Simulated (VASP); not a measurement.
Set up this calculation in VASP 6.6.1, as the native input.

| Quantity | Value |
| --- | --- |
| Task | single point |
| Functional | PBE |
| Dispersion | D3(BJ) |
| Potentials or basis | VASP PAW PBE potentials, release 64 (Al) |
| Cutoff | 520 eV |
| k mesh | 18 × 18 × 4 |
| Occupations | gaussian, width 0.15 eV |
| Spin | no spin polarisation |
| Dipole correction | no |
| Further INCAR settings | ALGO = Fast; EDIFF = 1e-06; NBANDS = 14 |

The structure of Al lies in POSCAR:

```
Al
1.0
    2.7392771904      0.0000000000      0.0000000000
   -1.3696385952      2.3722836349      0.0000000000
    0.0000000000      0.0000000000      9.2410470711
Al
4
Direct
   -0.0431349629      0.0000000000      0.0000000000
    0.3333333333      0.6666666667      0.2500000000
    0.0431349629      0.0000000000      0.5000000000
    0.6666666667      0.3333333333      0.7500000000
```

This cell differs from its parent crystal: atoms displaced along a vibrational mode, the cell strained.

The input as run:

INCAR

```
  PREC = Accurate
  ENCUT = 520
  EDIFF = 1E-6
  ISMEAR = 0
  SIGMA = 0.15
  LREAL = F
  LASPH = T
  NELM = 60
  ALGO = Fast
  ISIF = 2
  LWAVE = F
  LCHARG = T
  GGA = PE
  IVDW = 12
  LELF = T
  LVHAR = T
  NBANDS = 14
```

KPOINTS

```
Automatic mesh
0
Gamma
  18 18 4
```

Potentials or basis: VASP PAW PBE potentials, release 64 (Al).

Launch:

```console
$ cat potpaw_PBE.64/Al/POTCAR > POTCAR
$ mpirun -np 1 vasp_std > vasp.out
```

It gave:

| Item | Value |
| --- | --- |
| Pressure | 5.5 GPa |
| Largest force | 0.110 eV/Å |
| Band gap on the k mesh | zero (bands 6 and 7 overlap by 5.18 eV) |
| Dispersion energy per atom | -0.371 eV |

Caveat: the cell differs from its parent crystal (atoms displaced along a vibrational mode, the cell strained); the cell stands under pressure.

It took 2.6 min on 1 thread of Intel Xeon 8259CL (shared host), peak memory 0.3 GiB.
